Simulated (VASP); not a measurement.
# Si (P6_3/mmc) in VASP: further runs

Si is run at these levels: LDA; tasks: single point.

Program: VASP 6.6.1. These are calculated values, not measurements. Logs are shortened: lines on timing, memory, paths and dates and some standing lists are left out, and cuts for length are marked.

## Step 1: The cell of the first run

It takes space group P6_3/mmc (No. 194, hexagonal). Conventional cell: a = 3.788 Å, b = 3.788 Å, c = 6.383 Å, α = 90.00°, β = 90.00°, γ = 120.00°. Within 3.1 Å of Si (site symmetry 3m) lie 4 Si at 2.33 to 2.39 Å.

This isn't the form of Si at room conditions, which is diamond.

## Step 2: Single point, LDA (uniaxial strain along c: +1.5 %)

Input file INCAR:

```
PREC = Accurate
ENCUT = 520
EDIFF = 1E-7
ISMEAR = 0
SIGMA = 0.02
LREAL = False
LASPH = True
NELM = 60
ALGO = Normal
ISIF = 2
LWAVE = False
LCHARG = False
GGA = CA
NBANDS = 16
```

Input file KPOINTS:

```
regular mesh
0
Gamma
  12 12 6
```

Input file POSCAR:

```
Si
1.0
    3.7877180580      0.0000000000      0.0000000000
   -1.8938590290      3.2802600606      0.0000000000
    0.0000000000      0.0000000000      6.3834570542
Si
4
Direct
    0.3333333333      0.6666666667      0.0630332931
    0.6666666667      0.3333333333      0.5630332931
    0.3333333333      0.6666666667      0.4369667069
    0.6666666667      0.3333333333      0.9369667069
```

Potentials or basis: VASP PAW LDA potentials, release 64 (Si).

On the command line:

```sh
$ cat potpaw_LDA.64/Si/POTCAR > POTCAR
$ mpirun -np 1 vasp_std > vasp.out
```

OUTCAR:

```text
PREC = Accurate
   ENCUT = 520
   EDIFF = 1E-7
   ISMEAR = 0
   LREAL = False
   LASPH = True
   NELM = 60
   ISIF = 2
   GGA = CA

 ion  position               nearest neighbor table
   1  0.333  0.667  0.063-   4 2.33   4 2.33   4 2.33   3 2.39
   2  0.667  0.333  0.563-   3 2.33   3 2.33   3 2.33   4 2.39
   3  0.333  0.667  0.437-   2 2.33   2 2.33   2 2.33   1 2.39
   4  0.667  0.333  0.937-   1 2.33   1 2.33   1 2.33   2 2.39

  LATTYP: Found a hexagonal cell.
 ALAT       =     3.7877180580
 C/A-ratio  =     1.6853041743

  Lattice vectors:

 A1 = (   3.7877180580,   0.0000000000,   0.0000000000)
 A2 = (  -1.8938590290,   3.2802600606,   0.0000000000)
 A3 = (   0.0000000000,   0.0000000000,   6.3834570542)

Analysis of symmetry for initial positions (statically):
=====================================================================
 Subroutine PRICEL returns:
 Original cell was already a primitive cell.

 Routine SETGRP: Setting up the symmetry group for a
 hexagonal supercell.

 Subroutine GETGRP returns: Found 24 space group operations
 (whereof 12 operations were pure point group operations)
 out of a pool of 24 trial point group operations.

The static configuration has the point symmetry D_3d.
 The point group associated with its full space group is D_6h.

Analysis of symmetry for dynamics (positions and initial velocities):
=====================================================================
 Subroutine PRICEL returns:
 Original cell was already a primitive cell.

 Routine SETGRP: Setting up the symmetry group for a
 hexagonal supercell.

 Subroutine GETGRP returns: Found 24 space group operations
 (whereof 12 operations were pure point group operations)
 out of a pool of 24 trial point group operations.

The dynamic configuration has the point symmetry D_3d.
 The point group associated with its full space group is D_6h.

 Subroutine INISYM returns: Found 24 space group operations
 (whereof 12 operations are pure point group operations),
 and found     1 'primitive' translations

----------------------------------------------------------------------------------------

                                     Primitive cell

  volume of cell :      79.3125

  direct lattice vectors                    reciprocal lattice vectors
     3.787718058  0.000000000  0.000000000     0.264011203  0.152426939  0.000000000
    -1.893859029  3.280260061  0.000000000     0.000000000  0.304853878  0.000000000
     0.000000000  0.000000000  6.383457054     0.000000000  0.000000000  0.156654927

  length of vectors
     3.787718058  3.787718058  6.383457054     0.304853878  0.304853878  0.156654927

  position of ions in fractional coordinates (direct lattice)
     0.333333333  0.666666667  0.063033293
     0.666666667  0.333333333  0.563033293
     0.333333333  0.666666667  0.436966707
     0.666666667  0.333333333  0.936966707

  ion indices of the primitive-cell ions
   primitive index   ion index
                 1           1
                 2           2
                 3           3
                 4           4

----------------------------------------------------------------------------------------

 KPOINTS: regular mesh

Automatic generation of k-mesh.
 Grid dimensions read from file:
 generate k-points for:   12   12    6

 Generating k-lattice:

  Cartesian coordinates                     Fractional coordinates (reciprocal lattice)
     0.022000934  0.012702245  0.000000000     0.083333333  0.000000000  0.000000000
     0.000000000  0.025404490  0.000000000     0.000000000  0.083333333  0.000000000
     0.000000000  0.000000000  0.026109155     0.000000000  0.000000000  0.166666667

  Length of vectors
     0.025404490  0.025404490  0.026109155

  Shift w.r.t. Gamma in fractional coordinates (k-lattice)
     0.000000000  0.000000000  0.000000000

 Subroutine IBZKPT returns following result:
 ===========================================

 Found     76 irreducible k-points:

 Following reciprocal coordinates:
            Coordinates               Weight
  0.000000  0.000000  0.000000      1.000000
  0.083333  0.000000  0.000000      6.000000
  0.166667  0.000000  0.000000      6.000000
  0.250000  0.000000  0.000000      6.000000
  0.333333  0.000000  0.000000      6.000000
  0.416667  0.000000  0.000000      6.000000
[... 16 lines left out ...]
  0.250000  0.000000  0.166667     12.000000
  0.333333  0.000000  0.166667     12.000000
 [... further k-points ...]
   k-points           NKPTS =     76   k-points in BZ     NKDIM =     76   number of bands    NBANDS=     16
   number of dos      NEDOS =    301   number of ions     NIONS =      4
   total plane-waves  NPLWV =  37632
   dimension x,y,z NGX =    28 NGY =   28 NGZ =   48
   dimension x,y,z NGXF=    56 NGYF=   56 NGZF=   96
   ions per type =               4
   NGX,Y,Z   is equivalent  to a cutoff of  12.29, 12.29, 12.50 a.u.
   NGXF,Y,Z  is equivalent  to a cutoff of  24.58, 24.58, 25.00 a.u.
 SYSTEM =  unknown system
   PREC   = accura    normal or accurate (medium, high low for compatibility)
   ISTART =      0    job   : 0-new  1-cont  2-samecut
   ICHARG =      2    charge: 1-file 2-atom 10-const
   ISPIN  =      1    spin polarized calculation?
   LNONCOLLINEAR =      F non collinear calculations
   LSORBIT =      F    spin-orbit coupling
   LASPH  =      T    aspherical Exc in radial PAW
   ENCUT  =  520.0 eV  38.22 Ry    6.18 a.u.   7.04  7.04 11.87*2*pi/ulx,y,z
   NELM   =     60;   NELMIN=  2; NELMDL= -5     # of ELM steps
   EDIFF  = 0.1E-06   stopping-criterion for ELM
   LREAL  =      F    real-space projection
   EDIFFG = 0.1E-05   stopping-criterion for IOM
   NSW    =      0    number of steps for IOM
   IBRION =     -1    ionic relax: 0-MD 1-quasi-New 2-CG
   NFREE  =      0    steps in history (QN), initial steepest desc. (CG)
   ISIF   =      2    stress and relaxation
   ISYM   =      2    0-nonsym 1-usesym 2-fastsym
   POTIM  = 0.5000    time-step for ionic-motion
   TEBEG  =    0.0;   TEEND  =   0.0 temperature during run
   PSTRESS=    0.0 pullay stress
   NELECT =      16.0000    total number of electrons
   NUPDOWN=      -1.0000    fix difference up-down
   EMIN   =  10.00;   EMAX   =-10.00  energy-range for DOS
   EFERMI =   0.00;   METHOD = LEGACY
   ISMEAR =     0;   SIGMA  =   0.02  broadening in eV -4-tet -1-fermi 0-gaus
   EFERMI_NEDOS =   21; number of points for ismear=-14 and -15
   IALGO  =     38    algorithm
   IMIX   =      4    mixing-type and parameters
     AMIX     =   0.40;   BMIX     =  1.00
     AMIX_MAG =   1.60;   BMIX_MAG =  1.00
  volume/ion in A,a.u.               =      19.83       133.81
  Fermi-wavevector in a.u.,A,eV,Ry     =   0.960139  1.814400 12.542766  0.921867
  Thomas-Fermi vector in A             =   2.089397
   LORBIT       =      0    0 simple, 1 ext, 2 COOP (PROOUT), +10 PAW based schemes
   GGA     = CA    functional components
   LHFCALC =     F    Hartree Fock is set to
   AEXX    =    0.0000 exact exchange contribution
   IVDW    =     0    specifies the selected vdW correction
   LEPSILON=     F    determine dielectric tensor
   LRPA    =     F    only Hartree local field effects (RPA)
 non-spin polarized calculation
 Gauss-broadening in eV      SIGMA  =   0.02
  energy-cutoff  :      520.00
  volume of cell :       79.31
 maximum number of plane-waves:      2164
   NGX = 15   NGY = 15   NGZ = 23

 number of electron      16.0000000 magnetization

 Free energy of the ion-electron system (eV)
  ---------------------------------------------------
  ext. energy  EPLUGINS =         0.00000000
  ---------------------------------------------------
  free energy    TOTEN  =       -23.78657529 eV

  energy without entropy =      -23.78657529  energy(sigma->0) =      -23.78657529

 E-fermi :   6.2713     XC(G=0):  -9.6393

 val. band max:        6.1287427866   @ k =   0.0000   0.0000   0.0000
 cond. band min:       6.4926396483   @ k =   0.5000   0.0000   0.0000
 fundamental gap:      0.3638968617
 Fermi energy:         6.2713448354

 k-point     1 :       0.0000    0.0000    0.0000
  band No.  band energies     occupation
      1      -6.1704      2.00000
      2      -3.9736      2.00000
      3      -1.1587      2.00000
      4       4.6947      2.00000
      5       4.6947      2.00000
      6       5.7308      2.00000
[... 8 lines left out ...]
     15      10.2672      0.00000
     16      12.1304      0.00000

 k-point     2 :       0.0833    0.0000    0.0000
  band No.  band energies     occupation
      1      -6.0870      2.00000
      2      -3.8889      2.00000
      3      -1.1086      2.00000
      4       3.9837      2.00000
      5       4.5160      2.00000
      6       5.4991      2.00000
[... 8 lines left out ...]
     15      10.5875      0.00000
     16      11.5610      0.00000

 k-point     3 :       0.1667    0.0000    0.0000
  band No.  band energies     occupation
      1      -5.8389      2.00000
      2      -3.6366      2.00000
      3      -0.9836      2.00000
      4       2.7514      2.00000
      5       4.1229      2.00000
      6       4.2514      2.00000
[... 8 lines left out ...]
     15      11.4272      0.00000
     16      11.8335      0.00000

 k-point     4 :       0.2500    0.0000    0.0000
  band No.  band energies     occupation
      1      -5.4334      2.00000
      2      -3.2229      2.00000
      3      -0.9041      2.00000
      4       1.6565      2.00000
      5       2.9137      2.00000
      6       3.7118      2.00000
[... 8 lines left out ...]
     15      12.2379      0.00000
     16      12.5962      0.00000

 k-point     5 :       0.3333    0.0000    0.0000
  band No.  band energies     occupation
      1      -4.8903      2.00000
      2      -2.6646      2.00000
      3      -1.1919      2.00000
      4       1.1318      2.00000
      5       1.6504      2.00000
      6       3.3814      2.00000
[... 8 lines left out ...]
     15      13.1733      0.00000
     16      13.2811      0.00000

 k-point     6 :       0.4167    0.0000    0.0000
  band No.  band energies     occupation
      1      -4.2743      2.00000
      2      -2.0219      2.00000
      3      -1.8835      2.00000
      4       0.5715      2.00000
      5       1.2410      2.00000
      6       3.1724      2.00000
[... 8 lines left out ...]
     15      12.3415      0.00000
     16      14.0279      0.00000
[... 267 lines left out ...]
 k-point    21 :       0.0833    0.0000    0.1667
  band No.  band energies     occupation
      1      -5.9994      2.00000
      2      -4.1918      2.00000
      3      -0.6403      2.00000
      4       4.0582      2.00000
      5       4.5838      2.00000
      6       4.6829      2.00000
[... 8 lines left out ...]
     15      10.5332      0.00000
     16      11.9148      0.00000

 k-point    22 :       0.1667    0.0000    0.1667
  band No.  band energies     occupation
      1      -5.7516      2.00000
      2      -3.9436      2.00000
      3      -0.5240      2.00000
      4       2.8418      2.00000
      5       3.8565      2.00000
      6       4.1924      2.00000
[... 8 lines left out ...]
     15      11.2157      0.00000
     16      11.8161      0.00000

 k-point    23 :       0.2500    0.0000    0.1667
  band No.  band energies     occupation
      1      -5.3467      2.00000
      2      -3.5391      2.00000
      3      -0.4866      2.00000
      4       1.7966      2.00000
      5       2.6032      2.00000
      6       3.7825      2.00000
[... 8 lines left out ...]
     15      12.2585      0.00000
     16      12.4965      0.00000

 k-point    24 :       0.3333    0.0000    0.1667
  band No.  band energies     occupation
      1      -4.8047      2.00000
      2      -3.0050      2.00000
      3      -0.8810      2.00000
      4       1.3378      2.00000
      5       1.4310      2.00000
      6       3.4528      2.00000
[... 8 lines left out ...]
     15      13.3439      0.00000
     16      13.4063      0.00000

 [... further k-points ...]

------------------------ aborting loop because EDIFF is reached ----------------------------------------

  FORCE on cell =-STRESS in cart. coord.  units (eV):
  Direction    XX          YY          ZZ          XY          YZ          ZX
  --------------------------------------------------------------------------------------
  -------------------------------------------------------------------------------------
  Total        0.3722458      0.3722458     -1.6586264      0.0000000      0.0000000      0.0000000
  in kB        7.5196659      7.5196659    -33.5055911      0.0000000      0.0000000      0.0000000
  external PRESSURE =      -6.1554198 kB  Pullay stress =       0.0000000 kB

 VOLUME and BASIS-vectors are now :
 -----------------------------------------------------------------------------
  energy-cutoff  :      520.00
  volume of cell :       79.31
      direct lattice vectors                 reciprocal lattice vectors
     3.787718058  0.000000000  0.000000000     0.264011203  0.152426939  0.000000000
    -1.893859029  3.280260061  0.000000000     0.000000000  0.304853878  0.000000000
     0.000000000  0.000000000  6.383457054     0.000000000  0.000000000  0.156654927

 POSITION                                       TOTAL-FORCE (eV/Angst)
 -----------------------------------------------------------------------------------
     -0.00000      2.18684      0.40237        -0.000000     -0.000000      0.185426
      1.89386      1.09342      3.59410        -0.000000     -0.000000      0.185426
     -0.00000      2.18684      2.78936        -0.000000      0.000000     -0.185426
      1.89386      1.09342      5.98109         0.000000      0.000000     -0.185426
 -----------------------------------------------------------------------------------
    total drift:                               -0.000000      0.000000     -0.000000

  FREE ENERGIE OF THE ION-ELECTRON SYSTEM (eV)
  ---------------------------------------------------
  free  energy   TOTEN  =       -23.7865752942 eV

  energy  without entropy=      -23.7865752942  energy(sigma->0) =      -23.78657529
```

Run time: 91 s. Hardware: 1 thread of Intel Xeon 8259CL, shared host; peak memory 0.19 GiB.

Results:

| Item | Value |
| --- | --- |
| Free energy | -23.7866 eV |
| Pressure | -0.6 GPa |
| Largest force | 0.185 eV/Å |
| Band gap on the k mesh | 0.36 eV (least direct gap 1.18 eV) |

Forces on the atoms (eV/Å):
```
Si   0.000  0.000  0.185
Si   0.000  0.000  0.185
Si   0.000  0.000 -0.185
Si   0.000  0.000 -0.185
```

Caveat: the cell differs from its parent crystal (uniaxial strain along c: +1.5 %); semilocal functionals underestimate gaps, and a narrow one can read as zero.

## Step 3: Single point, LDA

This run uses another cell than the first one, of 19.88 Å³/atom.

Input file INCAR:

```
  PREC = Accurate
  ENCUT = 520
  EDIFF = 1E-6
  ISMEAR = 0
  SIGMA = 0.02
  LREAL = F
  LASPH = T
  NELM = 60
  ALGO = Normal
  ISIF = 2
  LWAVE = F
  LCHARG = T
  LELF = T
  LVHAR = T
  NBANDS = 16
```

Input file KPOINTS:

```
Automatic mesh
0
Gamma
  12 12 6
```

Input file POSCAR:

```
Si
1.0
    3.7930097849      0.0000000000      0.0000000000
   -1.8965048924      3.2848428305      0.0000000000
    0.0000000000      0.0000000000      6.3834570542
Si
4
Direct
    0.3333333317      0.6666666683      0.0640782780
    0.6666666683      0.3333333317      0.5640782780
    0.3333333317      0.6666666683      0.4359217220
    0.6666666683      0.3333333317      0.9359217220
```

Potentials or basis: VASP PAW LDA potentials, release 64 (Si).

On the command line:

```sh
$ cat potpaw_LDA.64/Si/POTCAR > POTCAR
$ mpirun -np 1 vasp_std > vasp.out
```

It took 1.7 min on 1 thread of Intel Xeon 8259CL, shared host; peak memory 0.2 GiB.

The run converged. Its results:

* Free energy: -23.7896 eV
* Pressure: -0.9 GPa
* Band gap on the k mesh: 0.34 eV (least direct gap 1.14 eV)

Stress tensor (GPa, compression positive):
```
 0.06  0.00  0.00
 0.00  0.06  0.00
 0.00  0.00 -2.94
```

Levels at points of the mesh, in eV from the valence-band top:
| k point | band 5 | band 6 | band 7 | band 8 | band 9 | band 10 | band 11 | band 12 |
| --- | --- | --- | --- | --- | --- | --- | --- | --- |
| (0.00, 0.00, 0.00) | -1.46 | -0.50 | 0.00 | 0.00 | 1.14 | 1.98 | 2.01 | 2.01 |
| (0.50, 0.00, 0.00) | -4.78 | -3.11 | -3.05 | -1.48 | 0.34 | 2.24 | 2.74 | 3.05 |
| (0.00, 0.00, 0.50) | -0.89 | -0.89 | -0.89 | -0.89 | 1.87 | 1.87 | 2.96 | 2.96 |
| (0.50, 0.00, 0.50) | -2.60 | -2.60 | -2.43 | -2.43 | 0.74 | 0.74 | 1.50 | 1.50 |

Caveat: semilocal functionals underestimate gaps, and a narrow one can read as zero. A k mesh can miss the band edges.
